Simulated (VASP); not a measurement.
Re:

```
Re
1.0
    -1.55646    1.55646    1.55646
     1.55646   -1.55646    1.55646
     1.55646    1.55646   -1.55646
Re
1
Direct
  0.00000 0.00000 0.00000
```

Base run:

| Item | Value |
| --- | --- |
| Program | VASP 6.6.1 |
| Functional | r2SCAN |
| Potentials or basis | VASP PAW PBE potentials, release 64 (Re) |
| Cutoff | 520 eV |
| k mesh | 18 × 18 × 18 |
| Occupations | gaussian, width 0.05 eV |
| Spin | no spin polarisation |

Its results: pressure -5.9 GPa.

Problem. The run is repeated on the same cell with these changes: functional from r2SCAN to PBE; k mesh from 18 × 18 × 18 to 8 × 8 × 8. What comes out?

Solution. Pressure -0.5 GPa.

Several settings changed at once, so the effect can't be laid on one alone.

Caveats: the PAW data sets were made with another functional, which shifts forces and pressure a little (some runs).
